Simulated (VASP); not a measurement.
Input of a VASP 6.6.1 run:

File POSCAR:

```
ZnS
1.0
    0.0000000000      2.6945131952      2.6945131952
    2.6945131952      0.0000000000      2.6945131952
    2.6945131952      2.6945131952      0.0000000000
Zn S
1 1
Direct
    0.0000000000      0.0000000000      0.0000000000
    0.8056686827      0.8056686827      0.5368765053
```

The input INCAR.step1:

```
SYSTEM = ZnS
ALGO = Normal
EDIFF = 1E-4
ENCUT = 520
GGA = PE
ISMEAR = 0
LASPH = .True.
LCHARG = .False.
LREAL = .False.
LWAVE = .True.
NBANDS = 16
NELM = 60
PREC = Accurate
SIGMA = 0.05
```

INCAR.step2

```
SYSTEM = ZnS
ALGO = Normal
EDIFF = 1E-7
ENCUT = 520
ISIF = 2
ISMEAR = 0
ISTART = 1
LASPH = .True.
LCHARG = .False.
LMIXTAU = .True.
LREAL = .False.
LWAVE = .False.
METAGGA = R2SCAN
NBANDS = 16
NELM = 60
PREC = Accurate
SIGMA = 0.05
```

KPOINTS

```
k-points
0
Gamma
  8 8 8
  0 0 0
```

Potentials or basis: VASP PAW PBE potentials, release 64 (Zn, S).

The run is started by

```sh
$ cat potpaw_PBE.64/Zn/POTCAR potpaw_PBE.64/S/POTCAR > POTCAR
$ cp INCAR.step1 INCAR
$ mpirun -np 1 vasp_std > vasp.out
$ cp INCAR.step2 INCAR
$ mpirun -np 1 vasp_std > vasp.out
```

Task: Estimate the pressure.

Result: 39.0 GPa.

Task: What does it give for the largest force?

Result: 20.193 eV/Å.

Task: Estimate the band gap on the k mesh.

Result: 2.39 eV, indirect (least direct gap 2.44 eV).

Forces in eV/Å, atoms in the order of the input:
```
Zn  -11.162 -11.162  12.592
S    11.162  11.162 -12.592
```

Caveat: the cell differs from its parent crystal (atom 2 (S) moved by (-0.600, +0.300) A along [1 1 0] and z); the PAW data sets were made with another functional, which shifts forces and pressure a little. A k mesh can miss the band edges.
